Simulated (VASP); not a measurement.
## HfO2: single point with HSE06

Crystal: HfO2.

```xyz
3
Lattice="0.0000 2.6303 2.6303 2.6303 0.0000 2.6303 2.6303 2.6303 0.0000" Properties=species:S:1:pos:R:3 pbc="T T T"
Hf    0.0000    0.0000    0.0000
O     1.3152    1.3152    1.3152
O     3.9455    3.9455    3.9455
```

This cell differs from its parent crystal: strain +4.0%.

```
Program             : VASP 6.6.1
Task                : single point
Functional          : HSE06
Potentials or basis : VASP PAW PBE potentials, release 64 (Hf_pv, O)
Cutoff              : 520 eV
k mesh              : 6 × 6 × 6
Occupations         : gaussian, width 0.01 eV
Spin                : no spin polarisation
```

- Pressure: -28.7 GPa
- Band gap on the k mesh: 4.99 eV

Levels at points of the mesh, in eV from the valence-band top:
```
           k point  band 9  band 10  band 11  band 12  band 13  band 14
(0.00, 0.00, 0.00)   -0.62    -0.62    -0.62     5.13     5.13     6.46
(0.50, 0.00, 0.00)   -2.69    -1.88    -1.88     5.76     5.76     7.57
(0.50, 0.50, 0.00)   -1.46    -1.46     0.00     4.99     6.59     7.23
```

It took 110 min on 1 thread of Oxide Virtual Turin-like Processor, with other jobs on the host, peak memory 0.26 GiB.

Caveat: the cell differs from its parent crystal (strain +4.0%); the cell stands under tension; the PAW data sets were made with another functional, which shifts forces and pressure a little; spin-orbit coupling is left out, which moves the levels of the heavy elements. A k mesh can miss the band edges.
